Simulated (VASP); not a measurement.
Set up this calculation in VASP 6.6.1, as the native input.

```yaml
Task: single point
Functional: PBEsol
Potentials_or_basis: VASP PAW PBE potentials, release 64 (Mg, I)
Cutoff: 520 eV
k_mesh: 6 × 6 × 4
Occupations: gaussian, width 0.02 eV
Spin: no spin polarisation
Dipole_correction: no
Further_INCAR_settings: ALGO = Normal; EDIFF = 1e-06; NBANDS = 15
```

The structure of MgI2 lies in POSCAR:

```
MgI2
1.0
    4.1307255317      0.0000000000      0.0000000000
   -2.0653627658      3.5773132465      0.0000000000
    0.0000000000      0.0000000000      6.7082402027
Mg I
1 2
Direct
    0.0000000000      0.0000000000      0.0000000000
    0.3333333333      0.6666666667      0.7529011736
    0.6666666667      0.3333333333      0.2470988264
```

The input as run:

INCAR

```
SYSTEM = MgI2
PREC = Accurate ; ENCUT = 520
EDIFF = 1E-6 ; ISMEAR = 0
SIGMA = 0.02 ; LREAL = .False.
LASPH = .True. ; NELM = 100
ALGO = Normal ; ISIF = 2
LWAVE = .False. ; LCHARG = .False.
GGA = PS ; NBANDS = 15
```

KPOINTS

```
regular mesh
0
Gamma
  6 6 4
  0 0 0
```

Potentials or basis: VASP PAW PBE potentials, release 64 (Mg, I).

The run is started by

```console
$ cat potpaw_PBE.64/Mg/POTCAR potpaw_PBE.64/I/POTCAR > POTCAR
$ mpirun -np 1 vasp_std > vasp.out
```

Results of the run:

The pressure is 0.3 GPa, the largest force is 0.006 eV/Å and the band gap on the k mesh is 3.36 eV (least direct gap 3.54 eV).

Caveat: the PAW data sets were made with another functional, which shifts forces and pressure a little; spin-orbit coupling is left out, which moves the levels of the heavy elements; this functional lacks dispersion, which binds layers or chains, so the pressure and a relaxed spacing across them are unreliable.

It took 14 s on 1 thread of AMD EPYC 9R45 96-Core Processor (Zen 5) (shared host), peak memory 0.19 GiB.
